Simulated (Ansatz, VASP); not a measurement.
Two plane-wave programs on SnO

File INCAR:

```
SYSTEM = SnO
PREC = Accurate
ENCUT = 520
EDIFF = 1E-6
ISMEAR = 0
SIGMA = 0.05
LREAL = .False.
LASPH = .True.
NELM = 100
ALGO = Normal
ISIF = 2
LWAVE = .False.
LCHARG = .True.
LELF = .True.
LVHAR = .True.
NBANDS = 50
```

File KPOINTS:

```
Automatic mesh
0
Gamma
  6 8 3
  0 0 0
```

Contents of POSCAR:

```
SnO
1.0
    0.0000000000      0.0000000000     -4.2219700000
   -3.3550050000      0.0000000000      0.0000000000
    0.0000000000     11.3482080000     -0.8443940000
Sn O
4 4
Direct
    0.3136651000      0.0000000000      0.8659545000
    0.4136651000      0.0000000000      0.3659545000
    0.9600469000      0.5000000000      0.1340455000
    0.8600469000      0.5000000000      0.6340455000
    0.2240180000      0.0000000000      0.1956250000
    0.1240180000      0.0000000000      0.6956250000
    0.6022680000      0.5000000000      0.8043750000
    0.7022680000      0.5000000000      0.3043750000
```

Input for Ansatz:

```yaml
crystal:
  lattice:
    - [0.0, 0.0, -4.22197]
    - [-3.355005, 0.0, 0.0]
    - [0.0, 11.348208, -0.844394]
  atoms:
    - { symbol: Sn, position: [0.3136651, 0.0, 0.8659545] }
    - { symbol: Sn, position: [0.4136651, 0.0, 0.3659545] }
    - { symbol: Sn, position: [0.9600469, 0.5, 0.1340455] }
    - { symbol: Sn, position: [0.8600469, 0.5, 0.6340455] }
    - { symbol: O, position: [0.224018, 0.0, 0.195625] }
    - { symbol: O, position: [0.124018, 0.0, 0.695625] }
    - { symbol: O, position: [0.602268, 0.5, 0.804375] }
    - { symbol: O, position: [0.702268, 0.5, 0.304375] }
basis:
  ecutwfc: 420
kpoints:
  mp_grid: { grid: [6, 8, 3] }
hamiltonian:
  xc: lda
scf:
  occupations: { method: gaussian, width: 0.05 }
output:
  forces: true
  stress: true
  eigenvalues: true
  write_density: true
  write_potential: true
  elf: true
  volumetric_format: npy
```

Alike in both runs: task single point; functional LDA; k mesh 6 × 8 × 3; occupations gaussian, width 0.05 eV; no spin polarisation.

```csv
,VASP,Ansatz
version,VASP 6.6.1,Ansatz 0.2.0
potentials or method,"VASP PAW LDA potentials, release 64 (Sn_d, O), cutoff 520 eV","scalar-relativistic, plane waves, PAW"
valence electrons in the cell,80,80
```

```csv
,VASP,Ansatz,Ansatz less VASP
gap on the k mesh at the Fermi level (eV),1.25,1.28,+0.025
least direct gap on the mesh (eV),1.83,1.87,+0.033
pressure (GPa),-4.9,-5.1,-0.26
"traceless stress, the component that is largest in VASP (GPa)",-0.87,-0.90,-0.027
rms of the force components (eV/Å),0.302,0.342,+0.0396
```

LDA's correlation is that of Perdew and Zunger in VASP and of Perdew and Wang (1992) in Ansatz. Atom by atom the forces differ by 0.041 eV/Å (rms over components).
